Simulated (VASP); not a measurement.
## Cr: single point with PBE

Crystal: Cr.

```
Cr
1.0
     2.89415    0.00000    0.00000
     0.00000    2.89415    0.00000
     0.00000    0.00000    2.89415
Cr
2
Cartesian
  0.0000 0.0000 0.0000
  1.4471 1.4471 1.4471
```

* Program: VASP 6.6.1
* Task: single point
* Functional: PBE
* Potentials or basis: VASP PAW PBE potentials, release 64 (Cr_pv)
* Cutoff: 520 eV
* k mesh: 14 × 14 × 14
* Occupations: gaussian, width 0.1 eV
* Spin: collinear spin, antiferromagnetic start
* Starting moments: [-1.11, 1.11] μB
* Dipole correction: no
* Further INCAR settings: ALGO = Fast; EDIFF = 1e-06; NBANDS = 23

```
Pressure                                              : -4.9 GPa
Band gap on the k mesh                                : zero (filled and empty bands overlap)
Net moment                                            : 0.00 μB per cell
Site moments                                          : Cr -1.31, +1.31 μB
Valence electrons inside the program's atomic spheres : Cr 10.96
```

Levels at points of the mesh, in eV from the Fermi level:
Spin up:
```
           k point  band 9  band 10  band 11  band 12  band 13  band 14  band 15  band 16
(0.00, 0.00, 0.00)   -3.98    -0.86    -0.86    -0.86     1.25     1.25     2.58     2.58
(0.50, 0.00, 0.00)   -2.01    -1.11    -0.85    -0.85     0.11     0.34     0.34     1.45
(0.50, 0.50, 0.00)   -2.26    -2.26     0.99     1.03     1.03     1.06     1.37     2.07
(0.50, 0.50, 0.50)   -2.54    -1.72    -1.72    -1.72     1.04     1.04     2.12     2.12
```
Spin down:
| k point | band 9 | band 10 | band 11 | band 12 | band 13 | band 14 | band 15 | band 16 |
| --- | --- | --- | --- | --- | --- | --- | --- | --- |
| (0.00, 0.00, 0.00) | -3.98 | -0.86 | -0.86 | -0.86 | 1.25 | 1.25 | 2.58 | 2.58 |
| (0.50, 0.00, 0.00) | -2.01 | -1.11 | -0.85 | -0.85 | 0.11 | 0.34 | 0.34 | 1.45 |
| (0.50, 0.50, 0.00) | -2.26 | -2.26 | 0.99 | 1.03 | 1.03 | 1.06 | 1.37 | 2.07 |
| (0.50, 0.50, 0.50) | -2.54 | -1.72 | -1.72 | -1.72 | 1.04 | 1.04 | 2.12 | 2.12 |

Wall time 120 s on 1 thread of Intel Xeon 8259CL, on a shared host, peak memory 0.22 GiB.

Caveat: the cell stands under tension; an empty level that is flat over the whole mesh can mark a ghost state of the potentials, or a narrow d or f band; the antiferromagnetic order is the one typed at the start, and another may lie lower.
